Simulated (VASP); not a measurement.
Si3BTe2: single point with PBE

The system is Si3BTe2.

```
Si B Te
1.0
     3.53027    0.00000    0.00000
     0.00000    3.53027    0.00000
     0.00000    0.00000   10.18947
Si B Te
3 1 2
Cartesian
  0.0000 0.0000 6.8748
  0.0000 0.0000 3.3367
  1.7651 1.7651 8.4061
  1.7651 1.7651 1.7458
  0.0000 0.0000 10.1889
  1.7651 1.7651 5.1108
```

The cell was generated, and may not be a known phase.

```json
{"Program": "VASP 6.6.1", "Task": "single point", "Functional": "PBE", "Potentials or basis": "VASP PAW PBE potentials, release 64 (Si, B, Te)", "Cutoff": "520 eV", "k mesh": "6 × 6 × 2", "Occupations": "gaussian, width 0.1 eV", "Spin": "no spin polarisation", "Dipole correction": "no", "Further INCAR settings": "ALGO = Fast; EDIFF = 1e-06; NBANDS = 22"}
```

```json
{"Pressure": "-6.9 GPa", "Largest force": "0.849 eV/Å", "Band gap on the k mesh": "zero (an odd number of electrons rules out a gap without spin polarisation)"}
```

Forces on the atoms (eV/Å):
```
Si   0.000  0.000  0.849
Si   0.000  0.000 -0.688
Si   0.000  0.000 -0.476
B    0.000  0.000  0.175
Te   0.000  0.000  0.564
Te   0.000  0.000 -0.422
```

Stress tensor (GPa, compression positive):
```
-6.92  0.00  0.00
 0.00 -6.92  0.00
 0.00  0.00 -6.76
```

Levels at points of the mesh, in eV from the Fermi level:
```tsv
k point	band 9	band 10	band 11	band 12	band 13	band 14	band 15	band 16	band 17	band 18
(0.00, 0.00, 0.00)	-0.98	-0.97	-0.97	-0.58	-0.36	0.30	0.30	2.59	2.76	2.76
(0.50, 0.00, 0.00)	-3.70	-3.66	0.19	0.60	1.24	1.31	1.64	1.87	1.98	2.10
(0.50, 0.50, 0.00)	-4.85	-4.85	-3.36	-3.36	-2.10	-1.95	-0.89	-0.63	-0.42	-0.42
(0.00, 0.00, 0.50)	-1.30	-1.30	-1.25	-1.15	0.91	1.04	1.22	1.22	1.45	1.45
(0.50, 0.00, 0.50)	-1.50	-1.41	-0.83	-0.76	0.20	0.62	1.82	1.95	2.49	2.61
(0.50, 0.50, 0.50)	-5.14	-4.62	-2.83	-2.80	-2.45	-2.45	-1.97	-1.97	0.99	1.02
```

Wall time 59 s on 1 thread of Oxide Virtual Turin-like Processor (shared host), peak memory 0.23 GiB.

Caveat: the cell stands under tension; spin-orbit coupling is left out, which moves the levels of the heavy elements; an odd number of electrons without spin polarisation forces a metal; a magnetic or distorted state may lie lower.
